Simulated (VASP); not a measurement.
Crystal: MgS.

```xyz
2
Lattice="4.6198 0.0000 0.0000 0.0000 1.4321 2.6209 0.0000 -1.4321 2.6209" Properties=species:S:1:pos:R:3 pbc="T T T"
Mg    2.3099    0.0000    3.4626
S     0.0000    0.0000    1.7793
```

* Program: VASP 6.6.1
* Task: relaxation of cell and atoms
* Functional: PBE
* Potentials or basis: VASP PAW PBE potentials, release 64 (Mg, S)
* Cutoff: 600 eV
* k mesh: 4 × 6 × 6
* Occupations: gaussian, width 0.1 eV
* Spin: no spin polarisation

At the start: pressure 5.0 GPa; volume 17.34 Å³/atom.

Task: Where does the relaxation end?

Result: Over 12 steps the energy falls by 1269.1 meV/atom and the volume is 18.63 Å³/atom (+7.4 %); space group P-6m2 (No. 187, to 0.05 Å).

Step by step:
| step | energy change (eV) | largest force (eV/Å) | pressure (GPa) | volume (Å³) |
| --- | --- | --- | --- | --- |
| 1 | 0.0000 | 0.0388 | 4.96 | 34.68 |
| 2 | -0.8291 | 0.0562 | -0.69 | 37.16 |
| 3 | -2.2884 | 0.2527 | -4.19 | 41.22 |
| 4 | -2.3140 | 0.1673 | -5.38 | 40.44 |
| 5 | -2.4080 | 0.1989 | -5.37 | 40.81 |
| 6 | -2.3502 | 0.0924 | 4.31 | 36.22 |
| 7 | -2.4892 | 0.1376 | -2.12 | 38.80 |
| 8 | -2.5345 | 0.0768 | 0.83 | 36.80 |
| 9 | -2.5348 | 0.0790 | 0.57 | 36.95 |
| 10 | -2.5377 | 0.0541 | -0.04 | 37.29 |
| 11 | -2.5378 | 0.0476 | -0.19 | 37.38 |
| 12 | -2.5381 | 0.0305 | 0.05 | 37.26 |

Final structure:
```
Mg S
1.0
     3.30719    0.00000    0.00000
     0.00000    1.80551    3.12023
     0.00000   -1.80551    3.12023
Mg S
1 1
Direct
  0.50000 0.66561 0.66561
  0.00000 0.33439 0.33439
```
